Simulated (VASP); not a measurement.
# Si3Ge (P-4m2) in VASP: single point with PBE

Aim: the single point of Si3Ge with PBE.

Program: VASP 6.6.1. These are calculated values, not measurements. Logs are shortened: lines on timing, memory, paths and dates and some standing lists are left out, and cuts for length are marked.

### Step 1. The cell of the first run

It takes space group P-4m2 (No. 115, tetragonal). The conventional cell has a = 3.912 Å, b = 3.912 Å, c = 5.532 Å, α = 90.00°, β = 90.00°, γ = 90.00°. Si (site symmetry -4m2) has 4 Si at 2.38 Å within 3.1 Å. Within 3.1 Å of Si (site symmetry 2mm) lie 2 Si at 2.38 Å and 2 Ge at 2.41 Å. Ge (site symmetry -4m2) has 4 Si at 2.41 Å within 3.2 Å.

### Step 2. Single point, PBE

POSCAR reads:

```
Si3Ge
1.0
    3.9123760734      0.0000000000      0.0000000000
    0.0000000000      3.9123760734      0.0000000000
    0.0000000000      0.0000000000      5.5320638193
Si Ge
3 1
Direct
    0.5000000000      0.5000000000      0.0000000000
    0.0000000000      0.5000000000      0.7558713849
    0.5000000000      0.0000000000      0.2441286151
    0.0000000000      0.0000000000      0.5000000000
```

INCAR.step1 reads:

```
SYSTEM = Si3Ge
PREC = Accurate ; ENCUT = 520
EDIFF = 1E-6 ; ISMEAR = 0
SIGMA = 0.02 ; LREAL = .FALSE.
LASPH = .TRUE. ; NELM = 100
ALGO = Normal ; ISIF = 2
LWAVE = .FALSE. ; LCHARG = .TRUE.
GGA = PE ; NBANDS = 21
```

KPOINTS.step1 reads:

```
regular mesh
0
G
  10 10 6
  0 0 0
```

INCAR.step2 reads:

```
SYSTEM = Si3Ge
PREC = Accurate ; ENCUT = 520
EDIFF = 1E-6 ; ISMEAR = -5
SIGMA = 0.02 ; LREAL = .FALSE.
LASPH = .TRUE. ; NELM = 100
ALGO = Normal ; ISIF = 2
LWAVE = .FALSE. ; LCHARG = .FALSE.
GGA = PE ; LORBIT = 10
NEDOS = 1001 ; ICHARG = 11
```

KPOINTS.step2 reads:

```
regular mesh
0
G
  15 15 9
  0 0 0
```

Potentials or basis: VASP PAW PBE potentials, release 64 (Si, Ge_d).

The run is started by

```console
cat potpaw_PBE.64/Si/POTCAR potpaw_PBE.64/Ge_d/POTCAR > POTCAR
cp INCAR.step1 INCAR
cp KPOINTS.step1 KPOINTS
mpirun -np 1 vasp_std > vasp.out
cp INCAR.step2 INCAR
cp KPOINTS.step2 KPOINTS
mpirun -np 1 vasp_std > vasp.out
```

OUTCAR:

```text
SYSTEM = Si3Ge
   PREC = Accurate
   ENCUT = 520
   EDIFF = 1E-6
   ISMEAR = -5
   LREAL = .FALSE.
   LASPH = .TRUE.
   NELM = 100
   ISIF = 2
   GGA = PE
   LORBIT = 10
   ICHARG = 11

 ion  position               nearest neighbor table
   1  0.500  0.500  0.000-   2 2.38   3 2.38   3 2.38   2 2.38
   2  0.000  0.500  0.756-   1 2.38   1 2.38   4 2.41   4 2.41
   3  0.500  0.000  0.244-   1 2.38   1 2.38   4 2.41   4 2.41
   4  0.000  0.000  0.500-   2 2.41   3 2.41   2 2.41   3 2.41

  LATTYP: Found a simple tetragonal cell.
 ALAT       =     3.9123760734
 C/A-ratio  =     1.4139908116

  Lattice vectors:

 A1 = (   3.9123760734,   0.0000000000,   0.0000000000)
 A2 = (   0.0000000000,   3.9123760734,   0.0000000000)
 A3 = (   0.0000000000,   0.0000000000,   5.5320638193)

Analysis of symmetry for initial positions (statically):
=====================================================================
 Subroutine PRICEL returns:
 Original cell was already a primitive cell.

 Routine SETGRP: Setting up the symmetry group for a
 simple tetragonal supercell.

 Subroutine GETGRP returns: Found  8 space group operations
 (whereof  8 operations were pure point group operations)
 out of a pool of 16 trial point group operations.

The static configuration has the point symmetry D_2d.

Analysis of symmetry for dynamics (positions and initial velocities):
=====================================================================
 Subroutine PRICEL returns:
 Original cell was already a primitive cell.

 Routine SETGRP: Setting up the symmetry group for a
 simple tetragonal supercell.

 Subroutine GETGRP returns: Found  8 space group operations
 (whereof  8 operations were pure point group operations)
 out of a pool of 16 trial point group operations.

The dynamic configuration has the point symmetry D_2d.

 Subroutine INISYM returns: Found  8 space group operations
 (whereof  8 operations are pure point group operations),
 and found     1 'primitive' translations

----------------------------------------------------------------------------------------

                                     Primitive cell

  volume of cell :      84.6776

  direct lattice vectors                    reciprocal lattice vectors
     3.912376073  0.000000000  0.000000000     0.255599150  0.000000000  0.000000000
     0.000000000  3.912376073  0.000000000     0.000000000  0.255599150  0.000000000
     0.000000000  0.000000000  5.532063819     0.000000000  0.000000000  0.180764364

  length of vectors
     3.912376073  3.912376073  5.532063819     0.255599150  0.255599150  0.180764364

  position of ions in fractional coordinates (direct lattice)
     0.500000000  0.500000000  0.000000000
     0.000000000  0.500000000  0.755871385
     0.500000000  0.000000000  0.244128615
     0.000000000  0.000000000  0.500000000

  ion indices of the primitive-cell ions
   primitive index   ion index
                 1           1
                 2           2
                 3           3
                 4           4

----------------------------------------------------------------------------------------

 KPOINTS: regular mesh

Automatic generation of k-mesh.
 Grid dimensions read from file:
 generate k-points for:   15   15    9

 Generating k-lattice:

  Cartesian coordinates                     Fractional coordinates (reciprocal lattice)
     0.017039943  0.000000000  0.000000000     0.066666667  0.000000000  0.000000000
     0.000000000  0.017039943  0.000000000     0.000000000  0.066666667  0.000000000
     0.000000000  0.000000000  0.020084929     0.000000000  0.000000000  0.111111111

  Length of vectors
     0.017039943  0.017039943  0.020084929

  Shift w.r.t. Gamma in fractional coordinates (k-lattice)
     0.000000000  0.000000000  0.000000000

 TETIRR: Found   3013 inequivalent tetrahedra from    12150

 Subroutine IBZKPT returns following result:
 ===========================================

 Found    180 irreducible k-points:

 Following reciprocal coordinates:
            Coordinates               Weight
  0.000000  0.000000  0.000000      1.000000
  0.066667  0.000000  0.000000      4.000000
  0.133333  0.000000  0.000000      4.000000
  0.200000  0.000000  0.000000      4.000000
  0.266667  0.000000  0.000000      4.000000
  0.333333  0.000000  0.000000      4.000000
[... 16 lines left out ...]
  0.266667  0.200000  0.000000      8.000000
  0.333333  0.200000  0.000000      8.000000
 [... further k-points ...]
   k-points           NKPTS =    180   k-points in BZ     NKDIM =    180   number of bands    NBANDS=     17
   number of dos      NEDOS =   1001   number of ions     NIONS =      4
   total plane-waves  NPLWV =  37800
   dimension x,y,z NGX =    30 NGY =   30 NGZ =   42
   dimension x,y,z NGXF=    60 NGYF=   60 NGZF=   84
   ions per type =               3   1
   NGX,Y,Z   is equivalent  to a cutoff of  12.75, 12.75, 12.62 a.u.
   NGXF,Y,Z  is equivalent  to a cutoff of  25.50, 25.50, 25.24 a.u.
 SYSTEM =  Si3Ge
   PREC   = accura    normal or accurate (medium, high low for compatibility)
   ISTART =      0    job   : 0-new  1-cont  2-samecut
   ICHARG =     11    charge: 1-file 2-atom 10-const
   ISPIN  =      1    spin polarized calculation?
   LNONCOLLINEAR =      F non collinear calculations
   LSORBIT =      F    spin-orbit coupling
   LASPH  =      T    aspherical Exc in radial PAW
   ENCUT  =  520.0 eV  38.22 Ry    6.18 a.u.   7.27  7.27 10.29*2*pi/ulx,y,z
   NELM   =    100;   NELMIN=  2; NELMDL=  0     # of ELM steps
   EDIFF  = 0.1E-05   stopping-criterion for ELM
   LREAL  =      F    real-space projection
   EDIFFG = 0.1E-04   stopping-criterion for IOM
   NSW    =      0    number of steps for IOM
   IBRION =     -1    ionic relax: 0-MD 1-quasi-New 2-CG
   NFREE  =      0    steps in history (QN), initial steepest desc. (CG)
   ISIF   =      2    stress and relaxation
   ISYM   =      2    0-nonsym 1-usesym 2-fastsym
   POTIM  = 0.5000    time-step for ionic-motion
   TEBEG  =    0.0;   TEEND  =   0.0 temperature during run
   PSTRESS=    0.0 pullay stress
   NELECT =      26.0000    total number of electrons
   NUPDOWN=      -1.0000    fix difference up-down
   EMIN   =  10.00;   EMAX   =-10.00  energy-range for DOS
   EFERMI =   0.00;   METHOD = LEGACY
   ISMEAR =    -5;   SIGMA  =   0.02  broadening in eV -4-tet -1-fermi 0-gaus
   EFERMI_NEDOS =   21; number of points for ismear=-14 and -15
   IALGO  =     38    algorithm
   IMIX   =      4    mixing-type and parameters
     AMIX     =   0.40;   BMIX     =  1.00
     AMIX_MAG =   1.60;   BMIX_MAG =  1.00
  volume/ion in A,a.u.               =      21.17       142.86
  Fermi-wavevector in a.u.,A,eV,Ry     =   1.104443  2.087094 16.596298  1.219793
  Thomas-Fermi vector in A             =   2.240915
   LORBIT       =     10    0 simple, 1 ext, 2 COOP (PROOUT), +10 PAW based schemes
   GGA     = PE    functional components
   LHFCALC =     F    Hartree Fock is set to
   AEXX    =    0.0000 exact exchange contribution
   IVDW    =     0    specifies the selected vdW correction
   LEPSILON=     F    determine dielectric tensor
   LRPA    =     F    only Hartree local field effects (RPA)
 non-spin polarized calculation
 Fermi weights with tetrahedron method with Bloechl corrections
  energy-cutoff  :      520.00
  volume of cell :       84.68
 maximum number of plane-waves:      2303
 NGX is ok and might be reduce to    30

 number of electron      26.0000024 magnetization

 Free energy of the ion-electron system (eV)
  ---------------------------------------------------
  ext. energy  EPLUGINS =         0.00000000
  ---------------------------------------------------
  free energy    TOTEN  =       -20.73753717 eV

  energy without entropy =      -20.73753717  energy(sigma->0) =      -20.73753717

 E-fermi :   5.3852     XC(G=0):  -9.4569

 val. band max:        5.3689746804   @ k =   0.0000   0.0000   0.0000
 cond. band min:       5.8001560942   @ k =   0.4667   0.4667   0.0000
 fundamental gap:      0.4311814138
 Fermi energy:         5.3852196532

 k-point     1 :       0.0000    0.0000    0.0000
  band No.  band energies     occupation
      1     -18.8429      2.00000
      2     -18.8331      2.00000
      3     -18.8331      2.00000
      4     -18.8127      2.00000
      5     -18.8100      2.00000
      6      -6.6576      2.00000
[... 9 lines left out ...]
     16       7.6078      0.00000
     17       7.9178      0.00000

 k-point     2 :       0.0667    0.0000    0.0000
  band No.  band energies     occupation
      1     -18.8426      2.00000
      2     -18.8333      2.00000
      3     -18.8331      2.00000
      4     -18.8126      2.00000
      5     -18.8101      2.00000
      6      -6.6204      2.00000
[... 9 lines left out ...]
     16       7.7958      0.00000
     17       7.9596      0.00000

 k-point     3 :       0.1333    0.0000    0.0000
  band No.  band energies     occupation
      1     -18.8418      2.00000
      2     -18.8337      2.00000
      3     -18.8331      2.00000
      4     -18.8123      2.00000
      5     -18.8104      2.00000
      6      -6.5092      2.00000
[... 9 lines left out ...]
     16       7.9388      0.00000
     17       8.0549      0.00000

 k-point     4 :       0.2000    0.0000    0.0000
  band No.  band energies     occupation
      1     -18.8406      2.00000
      2     -18.8343      2.00000
      3     -18.8330      2.00000
      4     -18.8118      2.00000
      5     -18.8108      2.00000
      6      -6.3256      2.00000
[... 9 lines left out ...]
     16       8.2494      0.00000
     17       8.3887      0.00000
[... 343 lines left out ...]
      1     -18.8383      2.00000
      2     -18.8343      2.00000
      3     -18.8337      2.00000
      4     -18.8116      2.00000
      5     -18.8110      2.00000
      6      -5.9929      2.00000
[... 9 lines left out ...]
     16       8.7707      0.00000
     17       9.0328      0.00000

 k-point    23 :       0.2667    0.2000    0.0000
  band No.  band energies     occupation
      1     -18.8372      2.00000
      2     -18.8348      2.00000
      3     -18.8335      2.00000
      4     -18.8121      2.00000
      5     -18.8105      2.00000
      6      -5.7391      2.00000
[... 9 lines left out ...]
     16       8.9638      0.00000
     17       9.9058      0.00000

 k-point    24 :       0.3333    0.2000    0.0000
  band No.  band energies     occupation
      1     -18.8366      2.00000
      2     -18.8351      2.00000
      3     -18.8331      2.00000
      4     -18.8125      2.00000
      5     -18.8100      2.00000
      6      -5.4206      2.00000
[... 9 lines left out ...]
     16       9.1868      0.00000
     17       9.4817      0.00000

 [... further k-points ...]
[... 5 lines left out ...]
  --------------------------------------------------------------------------------------
  -------------------------------------------------------------------------------------
  Total       -0.0795110     -0.0795110     -0.0729043      0.0000000      0.0000000      0.0000000
  in kB       -1.5044212     -1.5044212     -1.3794169      0.0000000      0.0000000      0.0000000
  external PRESSURE =      -1.4627531 kB  Pullay stress =       0.0000000 kB

 VOLUME and BASIS-vectors are now :
 -----------------------------------------------------------------------------
  energy-cutoff  :      520.00
  volume of cell :       84.68
      direct lattice vectors                 reciprocal lattice vectors
     3.912376073  0.000000000  0.000000000     0.255599150  0.000000000  0.000000000
     0.000000000  3.912376073  0.000000000     0.000000000  0.255599150  0.000000000
     0.000000000  0.000000000  5.532063819     0.000000000  0.000000000  0.180764364

 POSITION                                       TOTAL-FORCE (eV/Angst)
 -----------------------------------------------------------------------------------
      1.95619      1.95619      0.00000        -0.000000      0.000000      0.000000
      0.00000      1.95619      4.18153        -0.000000     -0.000000     -0.003128
      1.95619      0.00000      1.35054        -0.000000      0.000000      0.003128
      0.00000      0.00000      2.76603         0.000000      0.000000      0.000000
 -----------------------------------------------------------------------------------
    total drift:                               -0.000000     -0.000000      0.000000

  FREE ENERGIE OF THE ION-ELECTRON SYSTEM (eV)
  ---------------------------------------------------
  free  energy   TOTEN  =       -20.7375371747 eV

  energy  without entropy=      -20.7375371747  energy(sigma->0) =      -20.73753717

 total charge

# of ion       s       p       d       tot
------------------------------------------
    1        0.751   0.919   0.000   1.670
    2        0.757   0.902   0.000   1.658
    3        0.757   0.902   0.000   1.658
    4        1.111   1.325  10.026  12.462
--------------------------------------------------
tot          3.376   4.048  10.026  17.449
```

Run time: 89 s. Hardware: 1 thread of AMD EPYC 9R45 (Zen 5), shared host; peak memory 0.34 GiB.

Results:

- Valence electrons inside the program's atomic spheres: Si 1.67, 1.66 (each value once); Ge 12.46
